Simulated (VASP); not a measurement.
# Al in VASP: notebook

The runs below take Al through single point, with PBEsol.

Everything below comes from runs of VASP 6.6.1. Logs are shortened: lines on timing, memory, paths and dates and some standing lists are left out, and cuts for length are marked.

### 1 The cell of the first run

Symmetry: Im-3m, No. 229, cubic system. Conventional cell: a = 3.182 Å, b = 3.182 Å, c = 3.182 Å, α = 90.00°, β = 90.00°, γ = 90.00°. Within 3.6 Å of Al (site symmetry m-3m) lie 14 Al at 2.76 to 3.18 Å.

### 2 Single point, PBEsol

Contents of INCAR:

```
  PREC = Accurate
  ENCUT = 520
  EDIFF = 1E-6
  ISMEAR = -1
  SIGMA = 0.1
  LREAL = F
  LASPH = T
  NELM = 100
  ALGO = Normal
  ISIF = 2
  LWAVE = F
  LCHARG = F
  GGA = PS
  NBANDS = 8
```

Contents of KPOINTS:

```
regular mesh
0
Gamma
  15 15 15
```

Contents of POSCAR:

```
Al
1.0
   -1.5912186900      1.5912186900      1.5912186900
    1.5912186900     -1.5912186900      1.5912186900
    1.5912186900      1.5912186900     -1.5912186900
Al
1
Direct
    0.0000000000      0.0000000000      0.0000000000
```

Potentials or basis: VASP PAW PBE potentials, release 64 (Al).

Launch:

```console
$ cat potpaw_PBE.64/Al/POTCAR > POTCAR
$ mpirun -np 1 vasp_std > vasp.out
```

OUTCAR:

```text
PREC = Accurate
   ENCUT = 520
   EDIFF = 1E-6
   ISMEAR = -1
   LREAL = F
   LASPH = T
   NELM = 100
   ISIF = 2
   GGA = PS

 ion  position               nearest neighbor table
   1  0.000  0.000  0.000-

  LATTYP: Found a body centered cubic cell.
 ALAT       =     3.1824373800

  Lattice vectors:

 A1 = (  -1.5912186900,   1.5912186900,   1.5912186900)
 A2 = (   1.5912186900,  -1.5912186900,   1.5912186900)
 A3 = (   1.5912186900,   1.5912186900,  -1.5912186900)

Analysis of symmetry for initial positions (statically):
=====================================================================
 Subroutine PRICEL returns:
 Original cell was already a primitive cell.

 Routine SETGRP: Setting up the symmetry group for a
 body centered cubic supercell.

 Subroutine GETGRP returns: Found 48 space group operations
 (whereof 48 operations were pure point group operations)
 out of a pool of 48 trial point group operations.

The static configuration has the point symmetry O_h .

Analysis of symmetry for dynamics (positions and initial velocities):
=====================================================================
 Subroutine PRICEL returns:
 Original cell was already a primitive cell.

 Routine SETGRP: Setting up the symmetry group for a
 body centered cubic supercell.

 Subroutine GETGRP returns: Found 48 space group operations
 (whereof 48 operations were pure point group operations)
 out of a pool of 48 trial point group operations.

The dynamic configuration has the point symmetry O_h .

 Subroutine INISYM returns: Found 48 space group operations
 (whereof 48 operations are pure point group operations),
 and found     1 'primitive' translations

----------------------------------------------------------------------------------------

                                     Primitive cell

  volume of cell :      16.1157

  direct lattice vectors                    reciprocal lattice vectors
    -1.591218690  1.591218690  1.591218690     0.000000000  0.314224565  0.314224565
     1.591218690 -1.591218690  1.591218690     0.314224565  0.000000000  0.314224565
     1.591218690  1.591218690 -1.591218690     0.314224565  0.314224565  0.000000000

  length of vectors
     2.756071617  2.756071617  2.756071617     0.444380641  0.444380641  0.444380641

  position of ions in fractional coordinates (direct lattice)
     0.000000000  0.000000000  0.000000000

  ion indices of the primitive-cell ions
   primitive index   ion index
                 1           1

----------------------------------------------------------------------------------------

 KPOINTS: regular mesh

Automatic generation of k-mesh.
 Grid dimensions read from file:
 generate k-points for:   15   15   15

 Generating k-lattice:

  Cartesian coordinates                     Fractional coordinates (reciprocal lattice)
     0.000000000  0.020948304  0.020948304     0.066666667  0.000000000  0.000000000
     0.020948304  0.000000000  0.020948304     0.000000000  0.066666667  0.000000000
     0.020948304  0.020948304  0.000000000     0.000000000  0.000000000  0.066666667

  Length of vectors
     0.029625376  0.029625376  0.029625376

  Shift w.r.t. Gamma in fractional coordinates (k-lattice)
     0.000000000  0.000000000  0.000000000

 Subroutine IBZKPT returns following result:
 ===========================================

 Found    120 irreducible k-points:

 Following reciprocal coordinates:
            Coordinates               Weight
  0.000000  0.000000  0.000000      1.000000
  0.066667  0.000000  0.000000     12.000000
  0.133333  0.000000  0.000000     12.000000
  0.200000  0.000000  0.000000     12.000000
  0.266667  0.000000  0.000000     12.000000
  0.333333  0.000000  0.000000     12.000000
[... 16 lines left out ...]
  0.333333  0.200000  0.000000     48.000000
  0.400000  0.200000  0.000000     24.000000
 [... further k-points ...]
   k-points           NKPTS =    120   k-points in BZ     NKDIM =    120   number of bands    NBANDS=      8
   number of dos      NEDOS =    301   number of ions     NIONS =      1
   total plane-waves  NPLWV =   8000
   dimension x,y,z NGX =    20 NGY =   20 NGZ =   20
   dimension x,y,z NGXF=    40 NGYF=   40 NGZF=   40
   ions per type =               1
   NGX,Y,Z   is equivalent  to a cutoff of  12.06, 12.06, 12.06 a.u.
   NGXF,Y,Z  is equivalent  to a cutoff of  24.13, 24.13, 24.13 a.u.
 SYSTEM =  unknown system
   PREC   = accura    normal or accurate (medium, high low for compatibility)
   ISTART =      0    job   : 0-new  1-cont  2-samecut
   ICHARG =      2    charge: 1-file 2-atom 10-const
   ISPIN  =      1    spin polarized calculation?
   LNONCOLLINEAR =      F non collinear calculations
   LSORBIT =      F    spin-orbit coupling
   LASPH  =      T    aspherical Exc in radial PAW
   ENCUT  =  520.0 eV  38.22 Ry    6.18 a.u.   5.12  5.12  5.12*2*pi/ulx,y,z
   NELM   =    100;   NELMIN=  2; NELMDL= -5     # of ELM steps
   EDIFF  = 0.1E-05   stopping-criterion for ELM
   LREAL  =      F    real-space projection
   EDIFFG = 0.1E-04   stopping-criterion for IOM
   NSW    =      0    number of steps for IOM
   IBRION =     -1    ionic relax: 0-MD 1-quasi-New 2-CG
   NFREE  =      0    steps in history (QN), initial steepest desc. (CG)
   ISIF   =      2    stress and relaxation
   ISYM   =      2    0-nonsym 1-usesym 2-fastsym
   POTIM  = 0.5000    time-step for ionic-motion
   TEBEG  =    0.0;   TEEND  =   0.0 temperature during run
   PSTRESS=    0.0 pullay stress
   NELECT =       3.0000    total number of electrons
   NUPDOWN=      -1.0000    fix difference up-down
   EMIN   =  10.00;   EMAX   =-10.00  energy-range for DOS
   EFERMI =   0.00;   METHOD = LEGACY
   ISMEAR =    -1;   SIGMA  =   0.10  broadening in eV -4-tet -1-fermi 0-gaus
   EFERMI_NEDOS =   21; number of points for ismear=-14 and -15
   IALGO  =     38    algorithm
   IMIX   =      4    mixing-type and parameters
     AMIX     =   0.40;   BMIX     =  1.00
     AMIX_MAG =   1.60;   BMIX_MAG =  1.00
  volume/ion in A,a.u.               =      16.12       108.75
  Fermi-wavevector in a.u.,A,eV,Ry     =   0.934757  1.766435 11.888371  0.873771
  Thomas-Fermi vector in A             =   2.061595
   LORBIT       =      0    0 simple, 1 ext, 2 COOP (PROOUT), +10 PAW based schemes
   GGA     = PS    functional components
   LHFCALC =     F    Hartree Fock is set to
   AEXX    =    0.0000 exact exchange contribution
   IVDW    =     0    specifies the selected vdW correction
   LEPSILON=     F    determine dielectric tensor
   LRPA    =     F    only Hartree local field effects (RPA)
 non-spin polarized calculation
  energy-cutoff  :      520.00
  volume of cell :       16.12
 maximum number of plane-waves:       444
   NGX = 11   NGY = 11   NGZ = 11

 number of electron       3.0000000 magnetization

 Free energy of the ion-electron system (eV)
  ---------------------------------------------------
  ext. energy  EPLUGINS =         0.00000000
  ---------------------------------------------------
  free energy    TOTEN  =        -3.99852971 eV

  energy without entropy =       -3.98477343  energy(sigma->0) =       -3.99165157

 E-fermi :   8.1992     XC(G=0): -10.3470

 val. band max:        8.1786809418   @ k =  -0.4000   0.4000   0.2000
 cond. band min:       8.2134138256   @ k =   0.2667   0.2667   0.0000
 fundamental gap:      0.0347328837
 Fermi energy:         8.1991523884

 k-point     1 :       0.0000    0.0000    0.0000
  band No.  band energies     occupation
      1      -3.0915      2.00000
      2      21.5844      0.00000
      3      21.5844      0.00000
      4      21.5844      0.00000
      5      23.2264      0.00000
      6      23.2264      0.00000
      7      23.2264      0.00000
      8      24.6686      0.00000

 k-point     2 :       0.0667    0.0000    0.0000
  band No.  band energies     occupation
      1      -2.9616      2.00000
      2      20.0558      0.00000
      3      20.7369      0.00000
      4      21.0624      0.00000
      5      22.6483      0.00000
      6      23.6696      0.00000
      7      23.8049      0.00000
      8      24.2896      0.00000

 k-point     3 :       0.1333    0.0000    0.0000
  band No.  band energies     occupation
      1      -2.5726      2.00000
      2      17.3698      0.00000
      3      19.5814      0.00000
      4      20.0049      0.00000
      5      21.5802      0.00000
      6      22.6758      0.00000
      7      24.5627      0.00000
      8      25.0399      0.00000

 k-point     4 :       0.2000    0.0000    0.0000
  band No.  band energies     occupation
      1      -1.9268      2.00000
      2      14.5776      0.00000
      3      18.5788      0.00000
      4      18.9241      0.00000
      5      20.5488      0.00000
      6      21.8256      0.00000
      7      25.4123      0.00000
      8      25.5341      0.00000

 k-point     5 :       0.2667    0.0000    0.0000
  band No.  band energies     occupation
      1      -1.0277      2.00000
      2      11.9016      0.00000
      3      17.7709      0.00000
      4      17.9948      0.00000
      5      19.6851      0.00000
      6      21.0820      0.00000
      7      26.2229      0.00000
      8      26.4245      0.00000
[... 177 lines left out ...]
 k-point    22 :       0.2667    0.2000   -0.0000
  band No.  band energies     occupation
      1       1.6341      2.00000
      2       8.9921      0.00072
      3      10.9208      0.00000
      4      16.2056      0.00000
      5      21.7685      0.00000
      6      23.3734      0.00000
      7      26.8975      0.00000
      8      28.9753      0.00000

 k-point    23 :       0.3333    0.2000    0.0000
  band No.  band energies     occupation
      1       3.1266      2.00000
      2       6.8546      2.00000
      3      10.5351      0.00000
      4      15.8753      0.00000
      5      21.4720      0.00000
      6      24.4414      0.00000
      7      26.5000      0.00000
      8      28.8874      0.00000

 k-point    24 :       0.4000    0.2000    0.0000
  band No.  band energies     occupation
      1       4.6030      2.00000
      2       5.1586      2.00000
      3      10.4101      0.00000
      4      15.7644      0.00000
      5      21.3684      0.00000
      6      25.1126      0.00000
      7      26.1949      0.00000
      8      28.4632      0.00000

 [... further k-points ...]

------------------------ aborting loop because EDIFF is reached ----------------------------------------

  FORCE on cell =-STRESS in cart. coord.  units (eV):
  Direction    XX          YY          ZZ          XY          YZ          ZX
  --------------------------------------------------------------------------------------
  -------------------------------------------------------------------------------------
  Total        0.2264135      0.2264135      0.2264135      0.0000000     -0.0000000     -0.0000000
  in kB       22.5093628     22.5093628     22.5093628      0.0000000     -0.0000000     -0.0000000
  external PRESSURE =      22.5093628 kB  Pullay stress =       0.0000000 kB

 VOLUME and BASIS-vectors are now :
 -----------------------------------------------------------------------------
  energy-cutoff  :      520.00
  volume of cell :       16.12
      direct lattice vectors                 reciprocal lattice vectors
    -1.591218690  1.591218690  1.591218690     0.000000000  0.314224565  0.314224565
     1.591218690 -1.591218690  1.591218690     0.314224565  0.000000000  0.314224565
     1.591218690  1.591218690 -1.591218690     0.314224565  0.314224565  0.000000000

 POSITION                                       TOTAL-FORCE (eV/Angst)
 -----------------------------------------------------------------------------------
      0.00000      0.00000      0.00000         0.000000      0.000000     -0.000000
 -----------------------------------------------------------------------------------
    total drift:                                0.000000      0.000000      0.000000

  FREE ENERGIE OF THE ION-ELECTRON SYSTEM (eV)
  ---------------------------------------------------
  free  energy   TOTEN  =        -3.9985297065 eV

  energy  without entropy=       -3.9847734253  energy(sigma->0) =       -3.99165157
```

Wall time 4.1 s (1 thread of Intel Xeon 6975P-C (Granite Rapids), shared host); peak memory 0.12 GiB.

Results:

* Free energy: -3.9985 eV
* Pressure: 2.3 GPa

Levels at points of the mesh, in eV from the Fermi level:
```tsv
k point	band 1	band 2	band 3	band 4	band 5
(0.00, 0.00, 0.00)	-11.29	13.39	13.39	13.39	15.03
```

Caveat: the PAW data sets were made with another functional, which shifts forces and pressure a little.

### 3 Single point, PBEsol

This run uses another cell than the first one, of 14.54 Å³/atom, 0.902 times its volume.

Contents of INCAR:

```
SYSTEM = Al
  PREC = Accurate
  ENCUT = 520
  EDIFF = 1E-7
  ISMEAR = -1
  SIGMA = 0.1
  LREAL = .FALSE.
  LASPH = .TRUE.
  NELM = 80
  ALGO = Normal
  ISIF = 2
  LWAVE = .FALSE.
  LCHARG = .FALSE.
  GGA = PS
  NBANDS = 8
```

Contents of KPOINTS:

```
regular mesh
0
G
  15 15 15
  0 0 0
```

Contents of POSCAR:

```
Al
1.0
   -1.5116577555      1.5116577555      1.5912186900
    1.5116577555     -1.5116577555      1.5912186900
    1.5116577555      1.5116577555     -1.5912186900
Al
1
Direct
    0.0000000000      0.0000000000      0.0000000000
```

Potentials or basis: VASP PAW PBE potentials, release 64 (Al).

Launch:

```console
$ cat potpaw_PBE.64/Al/POTCAR > POTCAR
$ mpirun -np 1 vasp_std > vasp.out
```

Wall time 10 s (1 thread of Intel Xeon 6975P-C (Granite Rapids), shared host); peak memory 0.13 GiB.

The run converged. Its results:

- Free energy: -3.9328 eV
- Pressure: 12.8 GPa

Stress tensor (GPa, compression positive):
```
12.16  0.00  0.00
 0.00 12.16  0.00
 0.00  0.00 14.18
```

Levels at points of the mesh, in eV from the Fermi level:
| k point | band 1 | band 2 | band 3 | band 4 |
| --- | --- | --- | --- | --- |
| (0.00, 0.00, 0.00) | -12.03 | 13.65 | 13.65 | 14.92 |

Caveat: the PAW data sets were made with another functional, which shifts forces and pressure a little.

### 4 Single point, PBEsol

This run uses another cell than the first one, of 15.06 Å³/atom, 0.934 times its volume.

Contents of INCAR:

```
SYSTEM = Al
PREC     = Accurate       ! precision mode
ENCUT    = 520            ! plane-wave cutoff, eV
EDIFF    = 1E-6           ! SCF threshold, eV
ISMEAR   = -1             ! smearing method
SIGMA    = 0.1            ! smearing width, eV
LREAL    = .False.        ! projectors in reciprocal space
LASPH    = .True.         ! aspherical terms in the spheres
NELM     = 80             ! most SCF steps
ALGO     = Normal         ! electronic algorithm
ISIF     = 2              ! what is computed and relaxed
LWAVE    = .False.        ! write WAVECAR
LCHARG   = .True.         ! write CHGCAR
GGA      = PS             ! functional
LELF     = .True.         ! ELF
LVHAR    = .True.       
NBANDS   = 8              ! bands
```

Contents of KPOINTS:

```
Automatic mesh
0
Gamma
  15 15 15
  0 0 0
```

Contents of POSCAR:

```
Al
1.0
   -1.5381780670      1.5381780670      1.5912186900
    1.5381780670     -1.5381780670      1.5912186900
    1.5381780670      1.5381780670     -1.5912186900
Al
1
Direct
    0.0000000000      0.0000000000      0.0000000000
```

Launch:

```console
$ cat potpaw_PBE.64/Al/POTCAR > POTCAR
$ mpirun -np 1 vasp_std > vasp.out
```

Wall time 8.4 s (1 thread of Intel Xeon 6975P-C (Granite Rapids), shared host); peak memory 0.13 GiB.

The run converged. Its results:

- Free energy: -3.9654 eV
- Pressure: 8.7 GPa

Stress tensor (GPa, compression positive):
```
8.18 0.00 0.00
0.00 8.18 0.00
0.00 0.00 9.87
```

Levels at points of the mesh, in eV from the Fermi level:
```tsv
k point	band 1	band 2	band 3	band 4
(0.00, 0.00, 0.00)	-11.77	13.55	13.55	14.38
```

Caveat: the PAW data sets were made with another functional, which shifts forces and pressure a little.

### 5 Single point, PBEsol

This run uses another cell than the first one, of 15.58 Å³/atom, 0.967 times its volume.

Contents of INCAR:

```
ALGO = Normal
EDIFF = 1E-6
ENCUT = 520
GGA = PS
ISIF = 2
ISMEAR = -1
LASPH = True
LCHARG = False
LREAL = False
LWAVE = False
NBANDS = 8
NELM = 100
PREC = Accurate
SIGMA = 0.1
```

Contents of KPOINTS:

```
k-points
0
Gamma
  15 15 15
```

Contents of POSCAR:

```
Al
1.0
   -1.5646983785      1.5646983785      1.5912186900
    1.5646983785     -1.5646983785      1.5912186900
    1.5646983785      1.5646983785     -1.5912186900
Al
1
Direct
    0.0000000000      0.0000000000      0.0000000000
```

Launch:

```console
$ cat potpaw_PBE.64/Al/POTCAR > POTCAR
$ mpirun -np 1 vasp_std > vasp.out
```

Run time: 7.9 s. Hardware: 1 thread of Intel Xeon 6975P-C (Granite Rapids), shared host; peak memory 0.14 GiB.

Results (log left out):

| Property | Result |
| --- | --- |
| Free energy | -3.9867 eV |
| Pressure | 5.2 GPa |

Stress tensor (GPa, compression positive):
```
4.95 0.00 0.00
0.00 4.95 0.00
0.00 0.00 5.83
```

Levels at points of the mesh, in eV from the Fermi level:
```csv
k point,band 1,band 2,band 3,band 4,band 5
"(0.00, 0.00, 0.00)",-11.53,13.46,13.46,13.86,15.41
```

Caveat: the PAW data sets were made with another functional, which shifts forces and pressure a little.

### 6 The runs side by side

| cell | gap on the mesh (eV) | pressure (GPa) |
| --- | --- | --- |
| a = 2.756 Å, angles 109.5°, 1 atom | none | 2.3 |
| a = 2.665 Å, angles 110.9, 110.9, 106.7°, 1 atom | none | 12.8 |
| a = 2.695 Å, angles 110.4, 110.4, 107.6°, 1 atom | none | 8.7 |
| a = 2.726 Å, angles 109.9, 109.9, 108.6°, 1 atom | none | 5.2 |

Alike in all rows: task single point; level PBEsol; potentials or basis VASP PAW PBE potentials, release 64 (Al); no spin polarisation; k mesh 15 × 15 × 15; cutoff (eV) 520; smearing fermi-dirac 0.1 eV.

Caveats: the PAW data sets were made with another functional, which shifts forces and pressure a little.

Absolute energies hang on the potentials; compare differences alone.
